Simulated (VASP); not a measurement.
A run of VASP 6.6.1 is set up as follows.

The input INCAR:

```
PREC = Accurate ; ENCUT = 520
EDIFF = 1E-6 ; ISMEAR = -1
SIGMA = 0.06122561905347299 ; LREAL = False
LASPH = True ; NELM = 80
ALGO = Normal ; ISIF = 2
LWAVE = False ; LCHARG = False
GGA = PE ; NBANDS = 53
```

Contents of KPOINTS:

```
Automatic mesh
0
Gamma
  7 7 7
```

POSCAR

```
Hg2O3
1.0
    5.2722180488      0.0000000000      0.0000000000
    0.0000000000      5.2722180488      0.0000000000
    0.0000000000      0.0000000000      5.2722180488
Hg O
4 6
Direct
    0.2500000000      0.2500000000      0.2500000000
    0.7500000000      0.7500000000      0.2500000000
    0.7500000000      0.2500000000      0.7500000000
    0.2500000000      0.7500000000      0.7500000000
    0.5000000000      0.0000000000      0.0000000000
    0.0000000000      0.5000000000      0.0000000000
    0.0000000000      0.0000000000      0.5000000000
    0.5000000000      0.5000000000      0.0000000000
    0.5000000000      0.0000000000      0.5000000000
    0.0000000000      0.5000000000      0.5000000000
```

Potentials or basis: VASP PAW PBE potentials, release 64 (Hg, O).

Launch:

```sh
$ cat potpaw_PBE.64/Hg/POTCAR potpaw_PBE.64/O/POTCAR > POTCAR
$ mpirun -np 1 vasp_std > vasp.out
```

Predict the pressure.

6.1 GPa.

Estimate the band gap on the k mesh.

zero (bands 42 and 43 overlap by 0.11 eV).

Caveat: the cell stands under pressure; semilocal functionals underestimate gaps, so a narrow gap can read as zero; spin-orbit coupling is left out, which moves the levels of the heavy elements.
